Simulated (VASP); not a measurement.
Set up this calculation in VASP 6.6.1, as the native input.

```yaml
Task: relaxation of cell and atoms
Functional: optB88-vdW
Potentials_or_basis: VASP PAW PBE potentials, release 64 (Pt, S)
Cutoff: 690 eV
k_mesh: 9 × 9 × 6
Occupations: gaussian, width 0.03 eV
Spin: no spin polarisation
Tolerance_level: standard
Purpose: cell
Passes: 3
Further_INCAR_settings: ALGO = Normal; EDIFF = 1e-06
```

PtS2:

```
Pt S
1.0
     3.65757    0.00000    0.00000
    -1.82879    3.16755    0.00000
     0.00000    0.00000    5.20145
Pt S
1 2
Cartesian
  0.0000 0.0000 0.0000
  1.8288 1.0559 4.0207
  0.0000 2.1117 1.1807
```

The input as run:

POSCAR

```
PtS2
1.0
    3.6575749051      0.0000000000      0.0000000000
   -1.8287874525      3.1675527841      0.0000000000
    0.0000000000      0.0000000000      5.2014530458
Pt S
1 2
Direct
    0.0000000000      0.0000000000      0.0000000000
    0.6666666667      0.3333333333      0.7730000000
    0.3333333333      0.6666666667      0.2270000000
```

INCAR.step1

```
SYSTEM = PtS2
  GGA = BO
  LUSE_VDW = .TRUE.
  AGGAC = 0.0
  PARAM1 = 0.1833333333
  PARAM2 = 0.22
  ISMEAR = 0
  SIGMA = 0.03
  LWAVE = .FALSE.
  LCHARG = .FALSE.
  NSW = 80
  PREC = Accurate
  LASPH = .TRUE.
  LREAL = .FALSE.
  ALGO = Normal
  EDIFF = 1E-6
  NELM = 120
  GGA_COMPAT = .FALSE.
  IBRION = 2
  ISIF = 3
  EDIFFG = -0.002
  NELMIN = 4
  ENCUT = 690
  EFERMI = MIDGAP
  KPAR = 2
  POTIM = 0.5
```

INCAR.step4

```
SYSTEM = PtS2
  GGA = BO
  LUSE_VDW = .TRUE.
  AGGAC = 0.0
  PARAM1 = 0.1833333333
  PARAM2 = 0.22
  ISMEAR = 0
  SIGMA = 0.03
  LWAVE = .FALSE.
  LCHARG = .FALSE.
  PREC = Accurate
  LASPH = .TRUE.
  LREAL = .FALSE.
  ALGO = Normal
  EDIFF = 1E-6
  NELM = 120
  GGA_COMPAT = .FALSE.
  ISIF = 2
  ENCUT = 690
  EFERMI = MIDGAP
  KPAR = 2
```

KPOINTS

```
Automatic mesh
0
Gamma
  9 9 6
  0 0 0
```

Potentials or basis: VASP PAW PBE potentials, release 64 (Pt, S).

Launch:

```bash
$ cat potpaw_PBE.64/Pt/POTCAR potpaw_PBE.64/S/POTCAR > POTCAR
$ cp INCAR.step1 INCAR
$ cp POSCAR.step1 POSCAR
$ mpirun -np 2 vasp_std > vasp.out
$ cp CONTCAR POSCAR
$ mpirun -np 2 vasp_std > vasp.out
$ cp CONTCAR POSCAR
$ mpirun -np 2 vasp_std > vasp.out
$ cp CONTCAR POSCAR
$ cp INCAR.step4 INCAR
$ mpirun -np 2 vasp_std > vasp.out
```

Results of the run:

```json
{"Relaxed volume": "18.95 Å³/atom", "Relaxed cell": "a = 3.598 Å, b = 3.598 Å, c = 5.071 Å, α = 90.00°, β = 90.00°, γ = 120.00°", "Space group after relaxing (to 0.1 Å)": "P-3m1 (No. 164)", "Energy gained by relaxing": "14.3 meV/atom", "Ionic steps": "31", "Pressure after relaxing": "0.0 GPa", "Band gap on the k mesh": "0.61 eV (least direct gap 0.97 eV)"}
```

Caveat: the PAW data sets were made with another functional, which shifts forces and pressure a little; spin-orbit coupling is left out, which moves the levels of the heavy elements.

It took 20 min on 2 MPI ranks on Intel(R) Xeon(R) 6975P-C (Granite Rapids) (shared host), peak memory 0.52 GiB a rank.
